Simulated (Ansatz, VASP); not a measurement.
# SrO in VASP and in Ansatz

INCAR

```
PREC = Accurate ; ENCUT = 520
EDIFF = 1E-6 ; ISMEAR = 0
SIGMA = 0.02 ; LREAL = False
LASPH = True ; NELM = 80
ALGO = Normal ; ISIF = 2
LWAVE = False ; LCHARG = False
GGA = PE ; NBANDS = 24
```

File KPOINTS:

```
regular mesh
0
Gamma
  9 9 6
```

POSCAR

```
SrO
1.0
    3.5532880902      0.0000000000      0.0000000000
   -1.7766440451      3.0772377531      0.0000000000
    0.0000000000      0.0000000000      6.2173039800
Sr O
2 2
Direct
    0.3333333300      0.6666666700      0.2500000000
    0.6666666700      0.3333333300      0.7500000000
    0.1055360529      0.0000000000      0.0000000000
    0.0000000000      0.0000000000      0.5000000000
```

Input for Ansatz:

```yaml
crystal:
  lattice:
    - [3.5532880902, 0.0, 0.0]
    - [-1.7766440451, 3.0772377531, 0.0]
    - [0.0, 0.0, 6.21730398]
  atoms:
    - { symbol: Sr, position: [0.33333333, 0.66666667, 0.25] }
    - { symbol: Sr, position: [0.66666667, 0.33333333, 0.75] }
    - { symbol: O, position: [0.1055360529, 0.0, 0.0] }
    - { symbol: O, position: [0.0, 0.0, 0.5] }
basis:
  ecutwfc: 420
kpoints:
  mp_grid: { grid: [9, 9, 6] }
hamiltonian:
  xc: pbe
scf:
  occupations: { method: gaussian, width: 0.02 }
output:
  forces: true
  stress: true
  eigenvalues: true
```

Change from the starting cell: one atom moved.

Alike in both runs: task single point; functional PBE; k mesh 9 × 9 × 6; occupations gaussian, width 0.02 eV; no spin polarisation.

```csv
,VASP,Ansatz
version,VASP 6.6.1,Ansatz 0.2.0
potentials or method,"VASP PAW PBE potentials, release 64 (Sr_sv, O), cutoff 520 eV","scalar-relativistic, plane waves, PAW"
valence electrons in the cell,32,32
```

|  | VASP | Ansatz | Ansatz less VASP |
| --- | --- | --- | --- |
| gap on the k mesh at the Fermi level (eV) | 3.13 | 3.14 | +0.005 |
| least direct gap on the mesh (eV) | 3.13 | 3.14 | +0.005 |
| pressure (GPa) | 4.2 | 3.6 | -0.66 |
| traceless stress, the component that is largest in VASP (GPa) | -2.57 | -2.43 | +0.140 |
| rms of the force components (eV/Å) | 0.489 | 0.460 | -0.0285 |

Atom by atom the forces differ by 0.029 eV/Å (rms over components).
